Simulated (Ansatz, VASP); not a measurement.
# Os in VASP and in Ansatz

```xyz
1
Lattice="0.0000 -1.9159 -1.9159 1.9159 0.0000 -1.9159 1.9159 -1.9159 0.0000" Properties=species:S:1:pos:R:3 pbc="T T T"
Os    0.0000    0.0000    0.0000
```

Alike in both runs: functional r2SCAN; k mesh 18 × 18 × 18; occupations gaussian, width 0.1 eV; no spin polarisation.

Ansatz relaxed the structure, and its values are those at the end. VASP's run is a single point on that final structure, the one shown.

```csv
,VASP,Ansatz
version,VASP 6.6.1,Ansatz 0.2.0
potentials or method,"VASP PAW PBE potentials, release 64 (Os), cutoff 520 eV","scalar-relativistic, plane waves, PAW"
valence electrons in the cell,8,16
```

|  | VASP | Ansatz | Ansatz less VASP |
| --- | --- | --- | --- |
| gap on the k mesh at the Fermi level (eV) | none | none | - |
| pressure (GPa) | 1.0 | 0.0 | -1.03 |

VASP's potentials were made for PBE, not for r2SCAN. A gap of «none» marks a metal or a gap that the smearing closes. The functional is the same, so the differences come from potentials, cutoffs and numerics. VASP's potentials hold 8 valence electrons a cell and Ansatz's 16, so a difference there can come from the potentials and not from the codes.

Spin-orbit coupling is off throughout.
